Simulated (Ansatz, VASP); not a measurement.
# AgI in VASP and in Ansatz

Contents of INCAR:

```
SYSTEM = AgI
PREC = Accurate
ENCUT = 500
EDIFF = 1E-6
ISMEAR = 0
SIGMA = 0.01
LREAL = .False.
LASPH = .True.
NELM = 120
ALGO = Normal
ISIF = 2
LWAVE = .False.
LCHARG = .False.
GGA = PS
NBANDS = 26
GGA_COMPAT = .False.
```

File KPOINTS:

```
regular mesh
0
Gamma
  4 4 4
  0 0 0
```

File POSCAR:

```
AgI
1.0
    4.6508717364      0.0000000000      0.0000000000
   -2.3254358682      4.0277730735      0.0000000000
    0.0000000000      0.0000000000      7.5992966317
Ag I
2 2
Direct
    0.3333333333      0.6666666667      0.0000048555
    0.6666666667      0.3333333333      0.5000048555
    0.3333333333      0.6666666667      0.3749951445
    0.6666666667      0.3333333333      0.8749951445
```

Input for Ansatz:

```yaml
crystal:
  lattice:
    - [4.6508717364, 0.0, 0.0]
    - [-2.3254358682, 4.0277730735, 0.0]
    - [0.0, 0.0, 7.5992966317]
  atoms:
    - { symbol: Ag, position: [0.3333333333, 0.6666666667, 4.8555e-06] }
    - { symbol: Ag, position: [0.6666666667, 0.3333333333, 0.5000048555] }
    - { symbol: I, position: [0.3333333333, 0.6666666667, 0.3749951445] }
    - { symbol: I, position: [0.6666666667, 0.3333333333, 0.8749951445] }
kpoints:
  mp_grid: { grid: [4, 4, 4] }
hamiltonian:
  xc: pbesol
scf:
  occupations: { method: fixed }
  n_extra_bands: 5
output:
  forces: true
  stress: true
  eigenvalues: true
```

Alike in both runs: task single point; functional PBEsol; k mesh 4 × 4 × 4; no spin polarisation.

```csv
,VASP,Ansatz
version,VASP 6.6.1,Ansatz 0.2.0
potentials or method,"VASP PAW PBE potentials, release 64 (Ag, I)",plane waves
plane-wave cutoff (eV),500,420
occupations,"gaussian, width 0.01 eV",fixed
valence electrons in the cell,36,72
```

```csv
,VASP,Ansatz,Ansatz less VASP
gap on the k mesh at the Fermi level (eV),1.23,1.23,-0.003
pressure (GPa),-1.7,-1.6,+0.03
"traceless stress, the component that is largest in VASP (GPa)",-0.08,-0.08,-0.001
rms of the force components (eV/Å),0.003,0.003,+0.0002
```

VASP's potentials were made for PBE, not for PBEsol. Atom by atom the forces differ by 0.000 eV/Å (rms over components). VASP's potentials hold 36 valence electrons a cell and Ansatz's 72, so a difference there can come from the potentials and not from the codes.

Neither program's run includes spin-orbit coupling.
